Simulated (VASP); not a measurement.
A run of VASP 6.6.1 is set up as follows.

INCAR

```
PREC = Accurate
ENCUT = 520
EDIFF = 1E-6
ISMEAR = 0
SIGMA = 0.15
LREAL = F
LASPH = T
NELM = 60
ALGO = Normal
ISIF = 2
LWAVE = F
LCHARG = F
GGA = PS
NBANDS = 10
```

KPOINTS

```
regular mesh
0
Gamma
  18 18 10
```

POSCAR

```
Al
1.0
    2.6901000000      0.0000000000      0.0000000000
   -1.3450500000      2.3296949387      0.0000000000
    0.0000000000      0.0000000000      4.3414000000
Al
2
Direct
    0.6666666667      0.3333333333      0.7500000000
    0.3333333333      0.6666666667      0.2500000000
```

Potentials or basis: VASP PAW PBE potentials, release 64 (Al).

Command:

```sh
$ cat potpaw_PBE.64/Al/POTCAR > POTCAR
$ mpirun -np 1 vasp_std > vasp.out
```

Task: Estimate the band gap on the k mesh.

Result: Zero (band 3 reaches 14.83 eV, above the bottom of band 4 at 6.63 eV).

Task: Predict the pressure.

Result: 21.4 GPa.

Stress tensor (GPa, compression positive):
```
20.76  0.00  0.00
 0.00 20.76  0.00
 0.00  0.00 22.61
```

Caveat: the PAW data sets were made with another functional, which shifts forces and pressure a little.
